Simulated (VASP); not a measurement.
Wanted: the native input for a VASP 6.6.1 run.

- Task: single point
- Functional: LDA
- Potentials or basis: VASP PAW LDA potentials, release 64 (Ta_pv, S)
- Cutoff: 520 eV
- k mesh: 8 × 8 × 1
- Occupations: gaussian, width 0.1 eV
- Spin: no spin polarisation
- Dipole correction: yes
- Further INCAR settings: ALGO = Normal; EDIFF = 1e-06; NBANDS = 33

The structure of Ta4S lies in POSCAR:

```
Ta4S
1.0
    3.2528501163      0.0000000000      0.0000000000
    0.0000000000      3.2528501163      0.0000000000
    0.0000000000      0.0000000000     20.2133955625
Ta S
4 1
Direct
    0.5000000000      0.5000000000      0.1978885728
    0.0000000000      0.0000000000      0.2783513062
    0.5000000000      0.5000000000      0.3580225063
    0.0000000000     -0.2244462490      0.4576605790
    0.0000000000      0.2500000000      0.5396188055
```

The input as run:

INCAR

```
SYSTEM = Ta4S
  PREC = Accurate
  ENCUT = 520
  EDIFF = 1E-6
  ISMEAR = 0
  SIGMA = 0.1
  LREAL = .FALSE.
  LASPH = .TRUE.
  NELM = 60
  ALGO = Normal
  ISIF = 2
  LWAVE = .FALSE.
  LCHARG = .FALSE.
  LDIPOL = .TRUE.
  IDIPOL = 3
  DIPOL = 0.5 0.5 0.366
  GGA = CA
  NBANDS = 33
```

KPOINTS

```
Automatic mesh
0
G
  8 8 1
  0 0 0
```

Potentials or basis: VASP PAW LDA potentials, release 64 (Ta_pv, S).

Command:

```bash
$ cat potpaw_LDA.64/Ta_pv/POTCAR potpaw_LDA.64/S/POTCAR > POTCAR
$ mpirun -np 1 vasp_std > vasp.out
```

It gave:

```json
{
 "Largest force": "1.692 eV/Å",
 "Band gap on the k mesh": "zero (band 25 reaches -0.08 eV, above the bottom of band 26 at -0.47 eV)"
}
```

Caveat: spin-orbit coupling is left out, which moves the levels of the heavy elements.

Wall time 2 min on 1 thread of Intel(R) Xeon(R) 6975P-C (Granite Rapids) (shared host), peak memory 0.31 GiB.
